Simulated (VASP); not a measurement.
Input of a VASP 6.6.1 run:

INCAR

```
SYSTEM = Pt
PREC     = Accurate       ! precision mode
ENCUT    = 520            ! plane-wave cutoff, eV
EDIFF    = 1E-6           ! SCF threshold, eV
ISMEAR   = 0              ! smearing method
SIGMA    = 0.15           ! smearing width, eV
LREAL    = .FALSE.        ! projectors in reciprocal space
LASPH    = .TRUE.         ! aspherical terms in the spheres
NELM     = 80             ! most SCF steps
ALGO     = Normal         ! electronic algorithm
ISIF     = 2              ! what is computed and relaxed
LWAVE    = .FALSE.        ! write WAVECAR
LCHARG   = .FALSE.        ! write CHGCAR
GGA      = PE             ! functional
NBANDS   = 11             ! bands
```

File KPOINTS:

```
Automatic mesh
0
G
  20 20 20
  0 0 0
```

POSCAR

```
Pt
1.0
    0.0000000000      1.9579000000      2.0068475000
    1.9579000000      0.0000000000      2.0068475000
    1.9579000000      1.9579000000      0.0000000000
Pt
1
Direct
    0.0000000000      0.0000000000      0.0000000000
```

Potentials or basis: VASP PAW PBE potentials, release 64 (Pt).

Run with:

```sh
$ cat potpaw_PBE.64/Pt/POTCAR > POTCAR
$ mpirun -np 1 vasp_std > vasp.out
```

Q: Predict the band gap on the k mesh.

A: Zero (bands 5 and 6 overlap by 2.28 eV).

Q: What does it give for the pressure?

A: 4.0 GPa.

Stress tensor (GPa, compression positive):
```
4.81 0.00 0.00
0.00 4.81 0.00
0.00 0.00 2.26
```

Caveat: the cell differs from its parent crystal (strain +0.000 along x and y, +0.025 along z); the cell stands under pressure; spin-orbit coupling is left out, which moves the levels of the heavy elements.
